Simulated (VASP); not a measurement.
Runs of VASP 6.6.1 on Si. The structure is that of space group Imma (No. 74), or close to it. The cells are those of the table. 

```csv
task,cell,gap on the mesh (eV),pressure (GPa),largest force (eV/Å)
electric field gradients,"a = 3.478, b = 3.476, c = 3.505 Å, angles 99.7, 94.6, 137.0°, 2 atoms",none,(a),0.06
single point,"a = 3.522 Å, angles 100.5, 95.5, 136.2°, 2 atoms",none,(b),0.05
single point,"a = 3.538 Å, angles 100.0, 94.9, 137.8°, 2 atoms",none,7.8,0.03
electric field gradients,"a = 3.416 Å, angles 100.5, 95.5, 136.2°, 2 atoms",none,22.8,0.04
single point,"a = 3.599 Å, angles 99.8, 94.6, 138.5°, 2 atoms",none,2.3,0.05
single point,"a = 3.517 Å, angles 100.4, 95.3, 136.6°, 2 atoms",none,8.1,0.04
single point,"a = 3.568 Å, angles 99.9, 94.8, 138.1°, 2 atoms",none,4.9,0.04
```

Alike in all rows: level LDA; potentials or basis VASP PAW LDA potentials, release 64 (Si); no spin polarisation; k mesh 16 × 16 × 16; cutoff (eV) 520; smearing fermi-dirac 0.05 eV.

Fill in the values left out.

(a) 11.0; (b) 6.8.

Caveats: the cell stands under pressure (at least some runs); the stress differs along the axes, from 4 to 11 GPa (at least some runs); the stress differs along the axes, from 18 to 29 GPa (at least some runs); the stress differs along the axes, from 6 to 11 GPa (at least some runs).

A gap of «none» marks levels without a gap at the run's occupations.
